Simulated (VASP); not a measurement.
# Be (P6_3/mmc) in VASP: settings compared, part 2 of 3

VASP 6.6.1. Earlier steps stand in the parts before.

### 4 Electric field gradients, LDA, non-collinear spin, zero start, spin-orbit coupling

This run uses another cell than the first one, of 8.24 Å³/atom.

INCAR reads:

```
ALGO     = Normal         # electronic algorithm
EDIFF    = 1E-8           # SCF threshold, eV
ENCUT    = 520            # plane-wave cutoff, eV
GGA      = CA             # functional
GGA_COMPAT= F            
ISIF     = 2              # what is computed and relaxed
ISMEAR   = -1             # smearing method
LASPH    = T              # aspherical terms in the spheres
LCHARG   = F              # write CHGCAR
LEFG     = T            
LORBIT   = 11             # projections on sites
LORBMOM  = T            
LREAL    = F              # projectors in reciprocal space
LSORBIT  = T              # spin-orbit coupling
LWAVE    = F              # write WAVECAR
MAGMOM   = 0 0 0 0 0 0    # initial moments
NBANDS   = 16             # bands
NELM     = 200            # most SCF steps
PREC     = Accurate       # precision mode
SIGMA    = 0.05           # smearing width, eV
```

KPOINTS reads:

```
k-points
0
Gamma
  20 20 11
```

POSCAR reads:

```
Be
1.0
    2.2995019849      0.0000000000      0.0000000000
   -1.1497509925      1.9914271350      0.0000000000
    0.0000000000      0.0000000000      3.6009000000
Be
2
Direct
    0.3333333333      0.6666666667      0.2500000000
    0.6666666667      0.3333333333      0.7500000000
```

Potentials or basis: VASP PAW LDA potentials, release 64 (Be).

Launch:

```bash
cat potpaw_LDA.64/Be/POTCAR > POTCAR
mpirun -np 1 vasp_ncl > vasp.out
```

OUTCAR:

```text
EDIFF = 1E-8
   ENCUT = 520
   GGA = CA
   ISIF = 2
   ISMEAR = -1
   LASPH = T
   LORBIT = 11
   LREAL = F
   LSORBIT = T
   NELM = 200
   PREC = Accurate

 ion  position               nearest neighbor table
   1  0.333  0.667  0.250-   2 2.24   2 2.24   2 2.24   2 2.24   2 2.24   2 2.24
   2  0.667  0.333  0.750-   1 2.24   1 2.24   1 2.24   1 2.24   1 2.24   1 2.24

  LATTYP: Found a hexagonal cell.
 ALAT       =     2.2995019849
 C/A-ratio  =     1.5659477677

  Lattice vectors:

 A1 = (   2.2995019849,   0.0000000000,   0.0000000000)
 A2 = (  -1.1497509925,   1.9914271350,   0.0000000000)
 A3 = (   0.0000000000,   0.0000000000,   3.6009000000)

Analysis of symmetry for initial positions (statically):
=====================================================================
 Subroutine PRICEL returns:
 Original cell was already a primitive cell.

 Routine SETGRP: Setting up the symmetry group for a
 hexagonal supercell.

 Subroutine GETGRP returns: Found 24 space group operations
 (whereof 12 operations were pure point group operations)
 out of a pool of 24 trial point group operations.

The static configuration has the point symmetry D_3d.
 The point group associated with its full space group is D_6h.

Analysis of symmetry for dynamics (positions and initial velocities):
=====================================================================
 Subroutine PRICEL returns:
 Original cell was already a primitive cell.

 Routine SETGRP: Setting up the symmetry group for a
 hexagonal supercell.

 Subroutine GETGRP returns: Found 24 space group operations
 (whereof 12 operations were pure point group operations)
 out of a pool of 24 trial point group operations.

The dynamic configuration has the point symmetry D_3d.
 The point group associated with its full space group is D_6h.

Analysis of structural, dynamic, and magnetic symmetry:
=====================================================================
 Subroutine PRICEL returns:
 Original cell was already a primitive cell.

 Routine SETGRP: Setting up the symmetry group for a
 hexagonal supercell.

 Subroutine GETGRP returns: Found 24 space group operations
 (whereof 12 operations were pure point group operations)
 out of a pool of 24 trial point group operations.

The overall configuration has the point symmetry D_3d.
 The point group associated with its full space group is D_6h.

 Subroutine INISYM returns: Found 24 space group operations
 (whereof 12 operations are pure point group operations),
 and found     1 'primitive' translations

----------------------------------------------------------------------------------------

                                     Primitive cell

  volume of cell :      16.4896

  direct lattice vectors                    reciprocal lattice vectors
     2.299501985  0.000000000  0.000000000     0.434876772  0.251076221  0.000000000
    -1.149750993  1.991427135  0.000000000     0.000000000  0.502152443  0.000000000
     0.000000000  0.000000000  3.600900000     0.000000000  0.000000000  0.277708351

  length of vectors
     2.299501985  2.299501985  3.600900000     0.502152443  0.502152443  0.277708351
[... 622 lines left out ...]
  ---------------------------------------------------
  free  energy   TOTEN  =        -8.3775942567 eV

  energy  without entropy=       -8.3766955520  energy(sigma->0) =       -8.37714490

 Electric field gradients (V/A^2)
---------------------------------------------------------------------
 ion       V_xx      V_yy      V_zz      V_xy      V_xz      V_yz
---------------------------------------------------------------------
   1       0.317     0.317    -0.634    -0.000     0.000     0.000
   2       0.317     0.317    -0.634    -0.000    -0.000    -0.000
---------------------------------------------------------------------

 Electric field gradients after diagonalization (V/A^2)
 (convention: |V_zz| > |V_xx| > |V_yy|)
----------------------------------------------------------------------
 ion       V_xx      V_yy      V_zz     asymmetry (V_yy - V_xx)/ V_zz
----------------------------------------------------------------------
   1       0.317     0.317    -0.634       0.000
   2       0.317     0.317    -0.634       0.000
----------------------------------------------------------------------

           NMR quadrupolar parameters

 Cq : quadrupolar parameter    Cq=e*Q*V_zz/h
 eta: asymmetry parameters     (V_yy - V_xx)/ V_zz
 Q  : nuclear electric quadrupole moment in mb (millibarn)
----------------------------------------------------------------------
 ion       Cq(MHz)       eta       Q (mb)
----------------------------------------------------------------------
   1      -0.002       0.000       1.000
   2      -0.002       0.000       1.000
----------------------------------------------------------------------

 orbital moment (x)

 # of ion     p       tot
 --------------------------------
  1         0.000   0.000
  2         0.000   0.000
 --------------------------------
            0.000   0.000

 orbital moment (y)

 # of ion     p       tot
 --------------------------------
  1         0.000   0.000
  2        -0.000  -0.000
 --------------------------------
           -0.000  -0.000

 orbital moment (z)

 # of ion     p       tot
 --------------------------------
  1         0.000   0.000
  2         0.000   0.000
 --------------------------------
            0.000   0.000

 Spin-Orbit-Coupling matrix elements

 Ion:    1  E_soc:     -0.0000004
 l=   1
     0.0000000    -0.0000001    -0.0000001
    -0.0000001     0.0000000    -0.0000001
    -0.0000001    -0.0000001     0.0000000
 l=   2
     0.0000000     0.0000000     0.0000000     0.0000000     0.0000000
     0.0000000     0.0000000     0.0000000     0.0000000     0.0000000
     0.0000000     0.0000000     0.0000000     0.0000000     0.0000000
     0.0000000     0.0000000     0.0000000     0.0000000     0.0000000
     0.0000000     0.0000000     0.0000000     0.0000000     0.0000000
 l=   3
     0.0000000     0.0000000     0.0000000     0.0000000     0.0000000     0.0000000     0.0000000
     0.0000000     0.0000000     0.0000000     0.0000000     0.0000000     0.0000000     0.0000000
     0.0000000     0.0000000     0.0000000     0.0000000     0.0000000     0.0000000     0.0000000
     0.0000000     0.0000000     0.0000000     0.0000000     0.0000000     0.0000000     0.0000000
     0.0000000     0.0000000     0.0000000     0.0000000     0.0000000     0.0000000     0.0000000
     0.0000000     0.0000000     0.0000000     0.0000000     0.0000000     0.0000000     0.0000000
     0.0000000     0.0000000     0.0000000     0.0000000     0.0000000     0.0000000     0.0000000

 Ion:    2  E_soc:     -0.0000004
 l=   1
     0.0000000    -0.0000001    -0.0000001
    -0.0000001     0.0000000    -0.0000001
    -0.0000001    -0.0000001     0.0000000
 l=   2
     0.0000000     0.0000000     0.0000000     0.0000000     0.0000000
     0.0000000     0.0000000     0.0000000     0.0000000     0.0000000
     0.0000000     0.0000000     0.0000000     0.0000000     0.0000000
     0.0000000     0.0000000     0.0000000     0.0000000     0.0000000
     0.0000000     0.0000000     0.0000000     0.0000000     0.0000000
 l=   3
     0.0000000     0.0000000     0.0000000     0.0000000     0.0000000     0.0000000     0.0000000
     0.0000000     0.0000000     0.0000000     0.0000000     0.0000000     0.0000000     0.0000000
     0.0000000     0.0000000     0.0000000     0.0000000     0.0000000     0.0000000     0.0000000
     0.0000000     0.0000000     0.0000000     0.0000000     0.0000000     0.0000000     0.0000000
     0.0000000     0.0000000     0.0000000     0.0000000     0.0000000     0.0000000     0.0000000
     0.0000000     0.0000000     0.0000000     0.0000000     0.0000000     0.0000000     0.0000000
     0.0000000     0.0000000     0.0000000     0.0000000     0.0000000     0.0000000     0.0000000

 total charge

# of ion       s       p       d       tot
------------------------------------------
    1        0.392   0.737   0.000   1.129
    2        0.392   0.737   0.000   1.129
--------------------------------------------------
tot          0.784   1.474   0.000   2.258

 magnetization (x)

# of ion       s       p       d       tot
------------------------------------------
    1        0.000  -0.000   0.000  -0.000
    2        0.000  -0.000   0.000  -0.000
--------------------------------------------------
tot          0.000  -0.000   0.000  -0.000

 magnetization (y)

# of ion       s       p       d       tot
------------------------------------------
    1        0.000   0.000   0.000   0.000
    2       -0.000  -0.000   0.000  -0.000
--------------------------------------------------
tot         -0.000  -0.000   0.000  -0.000

 magnetization (z)

# of ion       s       p       d       tot
------------------------------------------
    1        0.000   0.000   0.000   0.000
    2        0.000   0.000   0.000   0.000
--------------------------------------------------
tot          0.000   0.000   0.000   0.000
```

Wall time 2.8 min (1 thread of Intel Xeon 8259CL, shared host); peak memory 0.21 GiB.

What came out:

| Quantity | Value |
| --- | --- |
| Free energy | -8.3776 eV |
| Pressure | -9.6 GPa |
| Net moment | 0.00 μB per cell |
| Largest electric field gradient by atom | Be -0.6 V/Å² |
| Valence electrons inside the program's atomic spheres | Be 1.13 |

Moments on the atoms (μB; x, y, z):
```
Be  0.00 0.00 0.00
Be  0.00 0.00 0.00
```

Electric field gradients, principal values (V/Å²):
| atom | least | middle | greatest (by size) |
| --- | --- | --- | --- |
| 1 Be | 0.317 | 0.317 | -0.634 |
| 2 Be | 0.317 | 0.317 | -0.634 |

Caveat: the cell stands under tension; without QUAD_EFG the Cq values of the log hold for a quadrupole moment of 1 mb, not for the nuclei.

[end of part 2 of 3]
